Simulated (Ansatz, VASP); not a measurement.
Two plane-wave programs on GaSe4

```
CELL_PARAMETERS angstrom
3.78935 0.00000 0.00000
-1.89467 3.28167 0.00000
0.00000 0.00000 21.97328
ATOMIC_POSITIONS crystal
Ga 0.00000 0.00000 0.05601
Ga 0.00000 0.00000 0.94399
Se 0.33333 0.66667 0.10978
Se 0.66667 0.33333 0.89022
Se 0.33333 0.66667 0.71508
Se 0.00000 0.00000 0.64449
Se 0.00000 0.00000 0.35551
Se 0.33333 0.66667 0.42624
Se 0.66667 0.33333 0.57376
Se 0.66667 0.33333 0.28492
```

Alike in both runs: functional PBE; k mesh 12 × 12 × 2; occupations gaussian, width 0.02 eV; no spin polarisation.

Ansatz relaxed the structure, and its values are those at the end. VASP's run is a single point on that final structure, the one shown.

|  | VASP | Ansatz |
| --- | --- | --- |
| version | VASP 6.6.1 | Ansatz 0.2.0 |
| potentials or method | VASP PAW PBE potentials, release 64 (Ga_d, Se), cutoff 520 eV | scalar-relativistic, plane waves, PAW |
| valence electrons in the cell | 74 | 154 |

VASP gave:

| Property | Result |
| --- | --- |
| gap on the k mesh at the Fermi level (eV) | 0.40 |
| least direct gap on the mesh (eV) | 0.55 |
| pressure (GPa) | 0.1 |
| rms of the force components (eV/Å) | 0.008 |

**Question.** Which values does Ansatz return?

**Answer.** gap on the k mesh at the Fermi level (eV): 0.41; least direct gap on the mesh (eV): 0.56; pressure (GPa): 0.0; rms of the force components (eV/Å): 0.001.

VASP's potentials hold 74 valence electrons a cell and Ansatz's 154, so a difference there can come from the potentials and not from the codes.
